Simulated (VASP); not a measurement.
# W (Fm-3m) in VASP: single point with HSE06

Aim: the single point of W with HSE06.

Program: VASP 6.6.1. These are calculated values, not measurements. Logs are shortened: lines on timing, memory, paths and dates and some standing lists are left out, and cuts for length are marked.

**1. The cell of the first run**

Symmetry: Fm-3m, No. 225, cubic system. The conventional cell has a = 4.038 Å, b = 4.038 Å, c = 4.038 Å, α = 90.00°, β = 90.00°, γ = 90.00°. W (site symmetry m-3m) has 12 W at 2.86 Å within 3.8 Å.

This isn't the form of W at room conditions, which is bcc.

**2. Single point, HSE06**

POSCAR

```
W
1.0
    0.0000000000      2.0190120702      2.0190120702
    2.0190120702      0.0000000000      2.0190120702
    2.0190120702      2.0190120702      0.0000000000
W
1
Direct
    0.0000000000      0.0000000000      0.0000000000
```

INCAR.step1

```
SYSTEM = W
ALGO     = Normal         ! electronic algorithm
EDIFF    = 1E-5           ! SCF threshold, eV
ENCUT    = 520            ! plane-wave cutoff, eV
GGA      = PE             ! functional
ISIF     = 2              ! what is computed and relaxed
ISMEAR   = -1             ! smearing method
LASPH    = .TRUE.         ! aspherical terms in the spheres
LREAL    = .FALSE.        ! projectors in reciprocal space
LWAVE    = .TRUE.         ! write WAVECAR
NBANDS   = 13             ! bands
NELM     = 60             ! most SCF steps
PREC     = Accurate       ! precision mode
SIGMA    = 0.1            ! smearing width, eV
```

INCAR.step2

```
SYSTEM = W
ALGO     = Normal         ! electronic algorithm
EDIFF    = 1E-7           ! SCF threshold, eV
ENCUT    = 520            ! plane-wave cutoff, eV
GGA      = PE             ! functional
HFSCREEN = 0.2079         ! screening, 1/A
ISIF     = 2              ! what is computed and relaxed
ISMEAR   = -1             ! smearing method
ISTART   = 1            
LASPH    = .TRUE.         ! aspherical terms in the spheres
LCHARG   = .TRUE.         ! write CHGCAR
LELF     = .TRUE.         ! ELF
LHFCALC  = .TRUE.         ! exact exchange
LREAL    = .FALSE.        ! projectors in reciprocal space
LVHAR    = .TRUE.       
LWAVE    = .FALSE.        ! write WAVECAR
NBANDS   = 13             ! bands
NELM     = 60             ! most SCF steps
PREC     = Accurate       ! precision mode
PRECFOCK = Normal       
SIGMA    = 0.1            ! smearing width, eV
```

KPOINTS

```
k-points
0
G
  7 7 7
  0 0 0
```

Potentials or basis: VASP PAW PBE potentials, release 64 (W_sv).

On the command line:

```
> cat potpaw_PBE.64/W_sv/POTCAR > POTCAR
> cp INCAR.step1 INCAR
> mpirun -np 1 vasp_std > vasp.out
> cp INCAR.step2 INCAR
> mpirun -np 1 vasp_std > vasp.out
```

OUTCAR:

```text
SYSTEM = W
   EDIFF = 1E-7
   ENCUT = 520
   GGA = PE
   HFSCREEN = 0.2079
   ISIF = 2
   ISMEAR = -1
   ISTART = 1
   LASPH = .TRUE.
   LHFCALC = .TRUE.
   LREAL = .FALSE.
   NELM = 60
   PREC = Accurate
   PRECFOCK = Normal

 ion  position               nearest neighbor table
   1  0.000  0.000  0.000-

  LATTYP: Found a face centered cubic cell.
 ALAT       =     4.0380241404

  Lattice vectors:

 A1 = (   0.0000000000,   2.0190120702,   2.0190120702)
 A2 = (   2.0190120702,   0.0000000000,   2.0190120702)
 A3 = (   2.0190120702,   2.0190120702,   0.0000000000)

Analysis of symmetry for initial positions (statically):
=====================================================================
 Subroutine PRICEL returns:
 Original cell was already a primitive cell.

 Routine SETGRP: Setting up the symmetry group for a
 face centered cubic supercell.

 Subroutine GETGRP returns: Found 48 space group operations
 (whereof 48 operations were pure point group operations)
 out of a pool of 48 trial point group operations.

The static configuration has the point symmetry O_h .

Analysis of symmetry for dynamics (positions and initial velocities):
=====================================================================
 Subroutine PRICEL returns:
 Original cell was already a primitive cell.

 Routine SETGRP: Setting up the symmetry group for a
 face centered cubic supercell.

 Subroutine GETGRP returns: Found 48 space group operations
 (whereof 48 operations were pure point group operations)
 out of a pool of 48 trial point group operations.

The dynamic configuration has the point symmetry O_h .

 Subroutine INISYM returns: Found 48 space group operations
 (whereof 48 operations are pure point group operations),
 and found     1 'primitive' translations

----------------------------------------------------------------------------------------

                                     Primitive cell

  volume of cell :      16.4606

  direct lattice vectors                    reciprocal lattice vectors
     0.000000000  2.019012070  2.019012070    -0.247645870  0.247645870  0.247645870
     2.019012070  0.000000000  2.019012070     0.247645870 -0.247645870  0.247645870
     2.019012070  2.019012070  0.000000000     0.247645870  0.247645870 -0.247645870

  length of vectors
     2.855314252  2.855314252  2.855314252     0.428935229  0.428935229  0.428935229

  position of ions in fractional coordinates (direct lattice)
     0.000000000  0.000000000  0.000000000

  ion indices of the primitive-cell ions
   primitive index   ion index
                 1           1

----------------------------------------------------------------------------------------

 KPOINTS: k-points

Automatic generation of k-mesh.
 Grid dimensions read from file:
 generate k-points for:    7    7    7

 Generating k-lattice:

  Cartesian coordinates                     Fractional coordinates (reciprocal lattice)
    -0.035377981  0.035377981  0.035377981     0.142857143  0.000000000  0.000000000
     0.035377981 -0.035377981  0.035377981     0.000000000  0.142857143  0.000000000
     0.035377981  0.035377981 -0.035377981     0.000000000  0.000000000  0.142857143

  Length of vectors
     0.061276461  0.061276461  0.061276461

  Shift w.r.t. Gamma in fractional coordinates (k-lattice)
     0.000000000  0.000000000  0.000000000

 Subroutine IBZKPT returns following result:
 ===========================================

 Found     20 irreducible k-points:

 Following reciprocal coordinates:
            Coordinates               Weight
  0.000000  0.000000  0.000000      1.000000
  0.142857  0.000000  0.000000      8.000000
  0.285714  0.000000  0.000000      8.000000
  0.428571  0.000000  0.000000      8.000000
  0.142857  0.142857  0.000000      6.000000
  0.285714  0.142857  0.000000     24.000000
[... 12 lines left out ...]
 -0.428571  0.428571  0.142857     24.000000
 -0.285714  0.428571  0.142857     24.000000
   k-points           NKPTS =     20   k-points in BZ     NKDIM =    343   number of bands    NBANDS=     13
   number of dos      NEDOS =    301   number of ions     NIONS =      1
   total plane-waves  NPLWV =  13824
   dimension x,y,z NGX =    24 NGY =   24 NGZ =   24
   dimension x,y,z NGXF=    48 NGYF=   48 NGZF=   48
   ions per type =               1
   NGX,Y,Z   is equivalent  to a cutoff of  13.97, 13.97, 13.97 a.u.
   NGXF,Y,Z  is equivalent  to a cutoff of  27.95, 27.95, 27.95 a.u.
 SYSTEM =  W
   PREC   = accura    normal or accurate (medium, high low for compatibility)
   ISTART =      1    job   : 0-new  1-cont  2-samecut
   ICHARG =      0    charge: 1-file 2-atom 10-const
   ISPIN  =      1    spin polarized calculation?
   LNONCOLLINEAR =      F non collinear calculations
   LSORBIT =      F    spin-orbit coupling
   LASPH  =      T    aspherical Exc in radial PAW
   ENCUT  =  520.0 eV  38.22 Ry    6.18 a.u.   5.31  5.31  5.31*2*pi/ulx,y,z
   NELM   =     60;   NELMIN=  2; NELMDL=  0     # of ELM steps
   EDIFF  = 0.1E-06   stopping-criterion for ELM
   LREAL  =      F    real-space projection
   EDIFFG = 0.1E-05   stopping-criterion for IOM
   NSW    =      0    number of steps for IOM
   IBRION =     -1    ionic relax: 0-MD 1-quasi-New 2-CG
   NFREE  =      0    steps in history (QN), initial steepest desc. (CG)
   ISIF   =      2    stress and relaxation
   ISYM   =      3    0-nonsym 1-usesym 2-fastsym
   POTIM  = 0.5000    time-step for ionic-motion
   TEBEG  =    0.0;   TEEND  =   0.0 temperature during run
   PSTRESS=    0.0 pullay stress
   NELECT =      14.0000    total number of electrons
   NUPDOWN=      -1.0000    fix difference up-down
   EMIN   =  10.00;   EMAX   =-10.00  energy-range for DOS
   EFERMI =   0.00;   METHOD = LEGACY
   ISMEAR =    -1;   SIGMA  =   0.10  broadening in eV -4-tet -1-fermi 0-gaus
   EFERMI_NEDOS =   21; number of points for ismear=-14 and -15
   IALGO  =     38    algorithm
   IMIX   =      1    mixing-type and parameters
     AMIX     =   0.40;   BMIX     =  1.00
     AMIX_MAG =   1.60;   BMIX_MAG =  1.00
  volume/ion in A,a.u.               =      16.46       111.08
  Fermi-wavevector in a.u.,A,eV,Ry     =   1.551084  2.931123 32.733726  2.405861
  Thomas-Fermi vector in A             =   2.655654
   LORBIT       =      0    0 simple, 1 ext, 2 COOP (PROOUT), +10 PAW based schemes
   GGA     = PE    functional components
   LHFCALC =     T    Hartree Fock is set to
   PRECFOCK=normal    Normal, Fast or Accurate (Low or Medium for compatibility)
   ENCUT4O =  -1.0   cutoff for four orbital integrals eV
   NKREDX  =     1    reduce k-point grid by
   NKREDY  =     1    reduce k-point grid by
   NKREDZ  =     1    reduce k-point grid by
   AEXX    =    0.2500 exact exchange contribution
   HFSCREEN=    0.2079 screening length (either q_TF or 0.3 A-1)
   HFSCREENC=   0.2079 screening length for correlation (either q_TF or 0.3 A-1)
   ENCUTFOCK=  -1.0 apply spherical cutoff to Coloumb kernel
   IVDW    =     0    specifies the selected vdW correction
   LEPSILON=     F    determine dielectric tensor
   LRPA    =     F    only Hartree local field effects (RPA)
 non-spin polarized calculation
  energy-cutoff  :      520.00
  volume of cell :       16.46
 maximum number of plane-waves:       459
 NGX is ok and might be reduce to    24
  NGX = 16; NGY = 16; NGZ = 16

 number of electron      14.0000002 magnetization

 Free energy of the ion-electron system (eV)
  ---------------------------------------------------
  ext. energy  EPLUGINS =         0.00000000
  ---------------------------------------------------
  free energy    TOTEN  =       -14.37016386 eV

  energy without entropy =      -14.33695447  energy(sigma->0) =      -14.35355916

 E-fermi :  10.2365     XC(G=0): -10.9392

 val. band max:       10.1209931579   @ k =   0.2857   0.0000   0.0000
 cond. band min:      10.2967433715   @ k =  -0.4286   0.1429   0.0000
 fundamental gap:      0.1757502136
 Fermi energy:        10.2365025434

 k-point     1 :       0.0000    0.0000    0.0000
  band No.  band energies     occupation
      1     -67.6365      2.00000
      2     -29.6974      2.00000
      3     -29.6974      2.00000
      4     -29.6974      2.00000
      5       0.0420      2.00000
      6       9.6377      1.99500
      7       9.6377      1.99500
      8       9.6377      1.99500
      9      13.4851      0.00000
     10      13.4851      0.00000
     11      23.8174      0.00000
     12      29.4006      0.00000
     13      29.4006      0.00000

 k-point     2 :       0.1429    0.0000    0.0000
  band No.  band energies     occupation
      1     -67.6131      2.00000
      2     -29.9604      2.00000
      3     -29.7294      2.00000
      4     -29.7294      2.00000
      5       0.9865      2.00000
      6       8.9215      2.00000
      7      10.0536      1.72317
      8      10.0537      1.72317
      9      13.1642      0.00000
     10      13.1642      0.00000
     11      25.4120      0.00000
     12      26.9515      0.00000
     13      31.0863      0.00000

 k-point     3 :       0.2857    0.0000    0.0000
  band No.  band energies     occupation
      1     -67.5601      2.00000
      2     -30.5236      2.00000
      3     -29.7994      2.00000
      4     -29.7994      2.00000
      5       2.9608      2.00000
      6       8.3665      2.00000
      7      10.1210      1.52088
      8      10.1210      1.52088
      9      13.8326      0.00000
     10      13.8326      0.00000
     11      23.5756      0.00000
     12      28.0077      0.00000
     13      34.3406      0.00000

 k-point     4 :       0.4286    0.0000    0.0000
  band No.  band energies     occupation
      1     -67.5172      2.00000
      2     -30.9520      2.00000
      3     -29.8542      2.00000
      4     -29.8542      2.00000
      5       3.7491      2.00000
      6       9.5960      1.99670
      7       9.5960      1.99670
      8       9.9818      1.85477
      9      15.6404      0.00000
     10      15.6404      0.00000
     11      21.8514      0.00000
     12      24.1946      0.00000
     13      30.7835      0.00000

 k-point     5 :       0.1429    0.1429    0.0000
  band No.  band energies     occupation
      1     -67.6054      2.00000
      2     -29.9530      2.00000
      3     -29.7862      2.00000
      4     -29.7862      2.00000
      5       1.3072      2.00000
      6       8.4014      2.00000
      7      10.4682      0.17944
      8      10.4682      0.17943
      9      11.9687      0.00000
     10      13.9008      0.00000
     11      26.2349      0.00000
     12      28.2060      0.00000
     13      30.1406      0.00000
[... 193 lines left out ...]
 k-point    18 :      -0.4286    0.2857    0.1429
  band No.  band energies     occupation
      1     -67.4903      2.00000
      2     -30.7551      2.00000
      3     -30.2674      2.00000
      4     -29.9901      2.00000
      5       5.8689      2.00000
      6       7.1678      2.00000
      7       8.2713      2.00000
      8      11.8373      0.00000
      9      15.0082      0.00000
     10      18.4756      0.00000
     11      21.6203      0.00000
     12      27.0463      0.00000
     13      27.7649      0.00000

 k-point    19 :      -0.4286    0.4286    0.1429
  band No.  band energies     occupation
      1     -67.4765      2.00000
      2     -30.7656      2.00000
      3     -30.2763      2.00000
      4     -30.1303      2.00000
      5       5.2118      2.00000
      6       5.9997      2.00000
      7       9.6601      1.99374
      8      13.7818      0.00000
      9      15.9006      0.00000
     10      18.7388      0.00000
     11      22.2928      0.00000
     12      23.7937      0.00000
     13      27.1972      0.00000

 k-point    20 :      -0.2857    0.4286    0.1429
  band No.  band energies     occupation
      1     -67.4727      2.00000
      2     -30.6000      2.00000
      3     -30.5210      2.00000
      4     -30.1100      2.00000
      5       6.0246      2.00000
      6       6.9134      2.00000
      7       8.4757      2.00000
      8      12.3640      0.00000
      9      15.9425      0.00000
     10      19.5395      0.00000
     11      22.1956      0.00000
     12      23.8408      0.00000
     13      27.2689      0.00000

------------------------ aborting loop because EDIFF is reached ----------------------------------------

  FORCE on cell =-STRESS in cart. coord.  units (eV):
  Direction    XX          YY          ZZ          XY          YZ          ZX
  --------------------------------------------------------------------------------------
  -------------------------------------------------------------------------------------
  Total       -0.4751010     -0.4751010     -0.4751010      0.0000000     -0.0000000      0.0000000
  in kB      -46.2434026    -46.2434026    -46.2434026      0.0000000     -0.0000000      0.0000000
  external PRESSURE =     -46.2434026 kB  Pullay stress =       0.0000000 kB

 VOLUME and BASIS-vectors are now :
 -----------------------------------------------------------------------------
  energy-cutoff  :      520.00
  volume of cell :       16.46
      direct lattice vectors                 reciprocal lattice vectors
     0.000000000  2.019012070  2.019012070    -0.247645870  0.247645870  0.247645870
     2.019012070  0.000000000  2.019012070     0.247645870 -0.247645870  0.247645870
     2.019012070  2.019012070  0.000000000     0.247645870  0.247645870 -0.247645870

 POSITION                                       TOTAL-FORCE (eV/Angst)
 -----------------------------------------------------------------------------------
      0.00000      0.00000      0.00000         0.000000     -0.000000     -0.000000
 -----------------------------------------------------------------------------------
    total drift:                                0.000000     -0.000000      0.000000

  FREE ENERGIE OF THE ION-ELECTRON SYSTEM (eV)
  ---------------------------------------------------
  free  energy   TOTEN  =       -14.3701638590 eV

  energy  without entropy=      -14.3369544655  energy(sigma->0) =      -14.35355916
```

Wall time 25 min (1 thread of Intel Xeon Platinum 8259CL at 2.50GHz (Skylake/Cascade Lake), shared host); peak memory 0.25 GiB.

Results:

| Item | Value |
| --- | --- |
| Free energy | -14.3702 eV |
| Pressure | -4.6 GPa |
| Band gap on the k mesh | zero (bands 7 and 8 overlap by 2.73 eV) |

Levels at points of the mesh, in eV from the Fermi level:
```csv
k point,band 4,band 5,band 6,band 7,band 8,band 9,band 10,band 11
"(0.00, 0.00, 0.00)",-39.93,-10.19,-0.60,-0.60,-0.60,3.25,3.25,13.58
```

Caveat: the k points lie up to 0.39 Å⁻¹ apart, too coarse for converged energies and pressures of a metal; the PAW data sets were made with another functional, which shifts forces and pressure a little; spin-orbit coupling is left out, which moves the levels of the heavy elements.
